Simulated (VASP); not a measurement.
# Al8N7 (a cell with a defect) in VASP: notebook, part 2 of 2

VASP 6.6.1.

### Step 3. Single point, PBE

Input file INCAR:

```
PREC = Accurate ; ENCUT = 520
EDIFF = 1E-6 ; ISMEAR = 0
SIGMA = 0.05 ; LREAL = Auto
LASPH = T ; NELM = 100
ALGO = Normal ; ISIF = 2
LWAVE = F ; LCHARG = F
GGA = PE ; NELECT = 56.0
NBANDS = 42
```

Input file KPOINTS:

```
Automatic mesh
0
Gamma
  4 4 4
```

Input file POSCAR:

```
Al8N7
1.0
    0.0000000000      4.0705261175     -4.0705261175
    4.0705261175      4.0705261175      0.0000000000
    4.0705261175      0.0000000000     -4.0705261175
Al N
8 7
Direct
    0.2500000000      0.7500000000      0.2500000000
    0.2500000000      0.2500000000      0.2500000000
    0.7500000000      0.7500000000      0.2500000000
    0.7500000000      0.2500000000      0.2500000000
    0.2500000000      0.7500000000      0.7500000000
    0.2500000000      0.2500000000      0.7500000000
    0.7500000000      0.7500000000      0.7500000000
    0.7500000000      0.2500000000      0.7500000000
    0.5614171222     -0.1864171222      0.0614171222
    1.0000000000      0.5000000000      0.0000000000
    1.0000000000      0.0000000000      0.0000000000
    0.5000000000      0.5000000000      0.5000000000
    0.5000000000      0.0000000000      0.5000000000
    1.0000000000      0.5000000000      0.5000000000
    1.0000000000      0.0000000000      0.5000000000
```

Potentials or basis: VASP PAW PBE potentials, release 64 (Al, N).

Run with:

```sh
cat potpaw_PBE.64/Al/POTCAR potpaw_PBE.64/N/POTCAR > POTCAR
mpirun -np 1 vasp_std > vasp.out
```

OUTCAR:

```text
PREC = Accurate
   ENCUT = 520
   EDIFF = 1E-6
   ISMEAR = 0
   LREAL = Auto
   LASPH = T
   NELM = 100
   ISIF = 2
   GGA = PE
   NELECT = 56.0

 ion  position               nearest neighbor table
   1  0.250  0.750  0.250-   9 1.68  11 2.04  12 2.04  14 2.04  15 2.04   5 2.88   2 2.88   3 2.88
                             5 2.88   6 2.88   7 2.88   2 2.88   4 2.88   6 2.88   3 2.88   4 2.88
   2  0.250  0.250  0.250-  10 2.04  13 2.04  14 2.04  15 2.04   4 2.88   6 2.88   1 2.88   5 2.88
                             6 2.88   8 2.88   1 2.88   3 2.88   5 2.88   3 2.88   4 2.88   8 2.88
   3  0.750  0.750  0.250-   9 1.70  10 2.04  11 2.04  12 2.04  13 2.04  14 2.04   1 2.88   4 2.88
                             7 2.88   5 2.88   7 2.88   8 2.88   2 2.88   4 2.88   8 2.88   1 2.88
   4  0.750  0.250  0.250-  10 2.04  11 2.04  12 2.04  13 2.04  15 2.04   8 2.88   2 2.88   3 2.88
                             6 2.88   7 2.88   8 2.88   1 2.88   3 2.88   7 2.88   1 2.88   2 2.88
   5  0.250  0.750  0.750-  10 2.04  11 2.04  12 2.04  13 2.04  15 2.04   7 2.88   1 2.88   6 2.88
                             1 2.88   2 2.88   3 2.88   2 2.88   6 2.88   8 2.88   3 2.88   7 2.88
   6  0.250  0.250  0.750-  10 2.04  11 2.04  12 2.04  13 2.04  14 2.04   8 2.88   2 2.88   5 2.88
                             1 2.88   2 2.88   4 2.88   1 2.88   5 2.88   7 2.88   4 2.88   7 2.88
   7  0.750  0.750  0.750-   9 1.68  10 2.04  13 2.04  14 2.04  15 2.04   8 2.88   3 2.88   5 2.88
                             1 2.88   3 2.88   4 2.88   4 2.88   6 2.88   8 2.88   1 2.88   5 2.88
   8  0.750  0.250  0.750-  11 2.04  12 2.04  14 2.04  15 2.04   6 2.88   7 2.88   4 2.88   2 2.88
                             3 2.88   4 2.88   3 2.88   5 2.88   7 2.88   2 2.88   5 2.88   6 2.88
   9  0.561  0.814  0.061-   1 1.68   7 1.68   3 1.70
  10  0.000  0.500  0.000-   2 2.04   3 2.04   4 2.04   5 2.04   6 2.04   7 2.04
  11  0.000  0.000  0.000-   1 2.04   3 2.04   4 2.04   5 2.04   6 2.04   8 2.04
  12  0.500  0.500  0.500-   1 2.04   3 2.04   4 2.04   5 2.04   6 2.04   8 2.04
  13  0.500  0.000  0.500-   2 2.04   3 2.04   4 2.04   5 2.04   6 2.04   7 2.04
  14  0.000  0.500  0.500-   1 2.04   2 2.04   3 2.04   6 2.04   7 2.04   8 2.04
  15  0.000  0.000  0.500-   1 2.04   2 2.04   4 2.04   5 2.04   7 2.04   8 2.04

  LATTYP: Found a face centered cubic cell.
 ALAT       =     8.1410522350

  Lattice vectors:

 A1 = (   0.0000000000,   4.0705261175,  -4.0705261175)
 A2 = (   4.0705261175,   4.0705261175,   0.0000000000)
 A3 = (   4.0705261175,   0.0000000000,  -4.0705261175)

Analysis of symmetry for initial positions (statically):
=====================================================================
 Subroutine PRICEL returns:
 Original cell was already a primitive cell.

 Routine SETGRP: Setting up the symmetry group for a
 face centered cubic supercell.

 Subroutine GETGRP returns: Found  2 space group operations
 (whereof  1 operations were pure point group operations)
 out of a pool of 48 trial point group operations.

The static configuration has the point symmetry C_1 .
 The point group associated with its full space group is C_1h.

Analysis of symmetry for dynamics (positions and initial velocities):
=====================================================================
 Subroutine PRICEL returns:
 Original cell was already a primitive cell.

 Routine SETGRP: Setting up the symmetry group for a
 face centered cubic supercell.

 Subroutine GETGRP returns: Found  2 space group operations
 (whereof  1 operations were pure point group operations)
 out of a pool of 48 trial point group operations.

[... 121 lines left out ...]
   LNONCOLLINEAR =      F non collinear calculations
   LSORBIT =      F    spin-orbit coupling
   LASPH  =      T    aspherical Exc in radial PAW
   ENCUT  =  520.0 eV  38.22 Ry    6.18 a.u.  10.70 10.70 10.70*2*pi/ulx,y,z
   NELM   =    100;   NELMIN=  2; NELMDL= -5     # of ELM steps
   EDIFF  = 0.1E-05   stopping-criterion for ELM
   LREAL  =      T    real-space projection
   EDIFFG = 0.1E-04   stopping-criterion for IOM
   NSW    =      0    number of steps for IOM
   IBRION =     -1    ionic relax: 0-MD 1-quasi-New 2-CG
   NFREE  =      0    steps in history (QN), initial steepest desc. (CG)
   ISIF   =      2    stress and relaxation
   ISYM   =      2    0-nonsym 1-usesym 2-fastsym
   POTIM  = 0.5000    time-step for ionic-motion
   TEBEG  =    0.0;   TEEND  =   0.0 temperature during run
   PSTRESS=    0.0 pullay stress
   NELECT =      56.0000    total number of electrons
   NUPDOWN=      -1.0000    fix difference up-down
   EMIN   =  10.00;   EMAX   =-10.00  energy-range for DOS
   EFERMI =   0.00;   METHOD = LEGACY
   ISMEAR =     0;   SIGMA  =   0.05  broadening in eV -4-tet -1-fermi 0-gaus
   EFERMI_NEDOS =   21; number of points for ismear=-14 and -15
   IALGO  =     38    algorithm
   IMIX   =      4    mixing-type and parameters
     AMIX     =   0.40;   BMIX     =  1.00
     AMIX_MAG =   1.60;   BMIX_MAG =  1.00
  volume/ion in A,a.u.               =       8.99        60.69
  Fermi-wavevector in a.u.,A,eV,Ry     =   1.221266  2.307858 20.292965  1.491491
  Thomas-Fermi vector in A             =   2.356454
   LORBIT       =      0    0 simple, 1 ext, 2 COOP (PROOUT), +10 PAW based schemes
   GGA     = PE    functional components
   LHFCALC =     F    Hartree Fock is set to
   AEXX    =    0.0000 exact exchange contribution
   IVDW    =     0    specifies the selected vdW correction
   LEPSILON=     F    determine dielectric tensor
   LRPA    =     F    only Hartree local field effects (RPA)
 non-spin polarized calculation
 Gauss-broadening in eV      SIGMA  =   0.05
  energy-cutoff  :      520.00
  volume of cell :      134.89
 maximum number of plane-waves:      3695
 NGX is ok and might be reduce to    48
   NGX = 21   NGY = 21   NGZ = 21

 number of electron      55.9999997 magnetization

 Free energy of the ion-electron system (eV)
  ---------------------------------------------------
  ext. energy  EPLUGINS =         0.00000000
  ---------------------------------------------------
  free energy    TOTEN  =      -129.05481721 eV

  energy without entropy =     -129.04741177  energy(sigma->0) =     -129.05111449

 E-fermi :   8.9130     XC(G=0): -11.6542

 val. band max:        8.9128129311   @ k =   0.2500   0.0000  -0.2500
 cond. band min:       8.9163747950   @ k =   0.2500   0.0000   0.0000
 fundamental gap:      0.0035618640
 Fermi energy:         8.9129513112

 k-point     1 :       0.0000    0.0000    0.0000
  band No.  band energies     occupation
      1      -7.9102      2.00000
      2      -5.6035      2.00000
      3      -4.9661      2.00000
      4      -4.7041      2.00000
      5      -4.0975      2.00000
      6      -4.0657      2.00000
[... 1021 lines left out ...]
     39      18.2163      0.00000
     40      18.3407      0.00000
 [bands above 40 left out]

------------------------ aborting loop because EDIFF is reached ----------------------------------------

  FORCE on cell =-STRESS in cart. coord.  units (eV):
  Direction    XX          YY          ZZ          XY          YZ          ZX
  --------------------------------------------------------------------------------------
  -------------------------------------------------------------------------------------
  Total      -26.8910653    -26.8910653    -23.3524171     -3.0443857     -2.3155804     -2.3155804
  in kB     -319.4015037   -319.4015037   -277.3708322    -36.1600163    -27.5035543    -27.5035538
  external PRESSURE =    -305.3912799 kB  Pullay stress =       0.0000000 kB

 VOLUME and BASIS-vectors are now :
 -----------------------------------------------------------------------------
  energy-cutoff  :      520.00
  volume of cell :      134.89
      direct lattice vectors                 reciprocal lattice vectors
     0.000000000  4.070526118 -4.070526118    -0.122834244  0.122834244 -0.122834244
     4.070526118  4.070526118  0.000000000     0.122834244  0.122834244  0.122834244
     4.070526118  0.000000000 -4.070526118     0.122834244 -0.122834244 -0.122834244

 POSITION                                       TOTAL-FORCE (eV/Angst)
 -----------------------------------------------------------------------------------
      4.07053      4.07053     -2.03526         3.891262     -4.897730      1.318067
      2.03526      2.03526     -2.03526         1.470575     -2.727831     -0.116083
      4.07053      6.10579     -4.07053         1.142689      1.142689     -5.070645
      2.03526      4.07053     -4.07053         0.036108      0.036108     -2.791774
      6.10579      4.07053     -4.07053        -0.210744     -0.210744      2.720827
      4.07053      2.03526     -4.07053        -0.130271     -0.130271      1.630859
      6.10579      6.10579     -6.10579        -4.897730      3.891262      1.318067
      4.07053      4.07053     -6.10579        -2.727831      1.470575     -0.116083
      3.56171      5.59697     -2.53526         2.794759      2.794759      5.877337
      2.03526      2.03526      0.00000        -1.955540      0.361106     -2.579244
      0.00000      0.00000      0.00000         0.010399      0.069853      0.194321
      4.07053      4.07053     -4.07053         0.361106     -1.955540     -2.579244
      2.03526      2.03526     -4.07053         0.069853      0.010399      0.194321
      4.07053      2.03526     -2.03526         0.072358      0.072358      0.035748
      2.03526      0.00000     -2.03526         0.073006      0.073006     -0.036474
 -----------------------------------------------------------------------------------
    total drift:                                0.001111      0.001111      0.001083

  FREE ENERGIE OF THE ION-ELECTRON SYSTEM (eV)
  ---------------------------------------------------
  free  energy   TOTEN  =      -129.0548172108 eV

  energy  without entropy=     -129.0474117738  energy(sigma->0) =     -129.05111449
```

It took 2.9 min on 1 thread of Intel Xeon 6975P-C (Granite Rapids), shared host; peak memory 0.33 GiB.

What came out:

```
Free energy   : -129.0548 eV
Largest force : 7.083 eV/Å
```

Forces on the atoms (eV/Å):
```
Al   3.891 -4.898  1.318
Al   1.471 -2.728 -0.116
Al   1.143  1.143 -5.071
Al   0.036  0.036 -2.792
Al  -0.211 -0.211  2.721
Al  -0.130 -0.130  1.631
Al  -4.898  3.891  1.318
Al  -2.728  1.471 -0.116
N    2.795  2.795  5.877
N   -1.956  0.361 -2.579
N    0.010  0.070  0.194
N    0.361 -1.956 -2.579
N    0.070  0.010  0.194
N    0.072  0.072  0.036
N    0.073  0.073 -0.036
```

Caveat: the cell carries a net charge on a neutralising background, which shifts energy and pressure; the cell differs from its parent crystal (atoms taken out, atom 9 moved 0.250 of the way to it and -0.500 Å across, host rigid); the cell is charged against a uniform background, so pressure and absolute levels hang on convention.

### Step 4. Single point, PBE

Input file INCAR:

```
PREC = Accurate ; ENCUT = 520
EDIFF = 1E-6 ; ISMEAR = 0
SIGMA = 0.05 ; LREAL = Auto
LASPH = True ; NELM = 60
ALGO = Normal ; ISIF = 2
LWAVE = False ; LCHARG = True
GGA = PE ; LELF = True
LVHAR = True ; NBANDS = 42
NELECT = 56.0
```

KPOINTS is that of step 3.

POSCAR, as its differences from that of step 3:

```diff
@@ -16,3 +16,3 @@
     0.7500000000      0.2500000000      0.7500000000
-    0.5614171222     -0.1864171222      0.0614171222
+    0.5307085611     -0.1557085611      0.0307085611
     1.0000000000      0.5000000000      0.0000000000
```

Run with:

```sh
cat potpaw_PBE.64/Al/POTCAR potpaw_PBE.64/N/POTCAR > POTCAR
mpirun -np 1 vasp_std > vasp.out
```

Run time: 3.1 min. Hardware: 1 thread of Intel Xeon 6975P-C (Granite Rapids), shared host; peak memory 0.34 GiB.

It converged, with:

| Property | Result |
| --- | --- |
| Free energy | -129.8240 eV |
| Largest force | 7.953 eV/Å |

Forces on the atoms (eV/Å):
```
Al   4.533 -6.464  0.957
Al   1.313 -2.930 -0.054
Al  -0.250 -0.250 -1.297
Al   0.066  0.066 -2.798
Al  -0.166 -0.166  2.789
Al  -0.241 -0.241  0.920
Al  -6.464  4.533  0.957
Al  -2.930  1.313 -0.054
N    5.121  5.121  1.151
N   -1.332  0.336 -2.046
N    0.136 -0.322  0.759
N    0.336 -1.332 -2.046
N   -0.322  0.136  0.759
N    0.081  0.081  0.008
N    0.121  0.121 -0.005
```

Levels at points of the mesh, in eV from the Fermi level:
```tsv
k point	band 26	band 27	band 28	band 29	band 30	band 31
(0.00, 0.00, 0.00)	-0.51	-0.07	0.16	0.27	3.75	5.43
(0.50, 0.00, 0.00)	-0.49	-0.09	0.00	0.02	2.30	4.41
(0.00, 0.50, 0.00)	-0.71	-0.41	-0.33	0.19	2.46	4.51
(0.50, 0.50, 0.50)	-0.72	-0.49	-0.36	0.19	2.34	4.80
(0.50, 0.50, 0.00)	-0.73	-0.72	-0.21	0.67	2.43	3.93
(0.50, 0.00, 0.50)	-0.73	-0.65	-0.40	0.34	2.02	4.40
```

Caveat: the cell carries a net charge on a neutralising background, which shifts energy and pressure; the cell differs from its parent crystal (atoms taken out, atom 9 moved 0.250 of the way to it and -0.250 Å across, host rigid); the cell is charged against a uniform background, so pressure and absolute levels hang on convention.
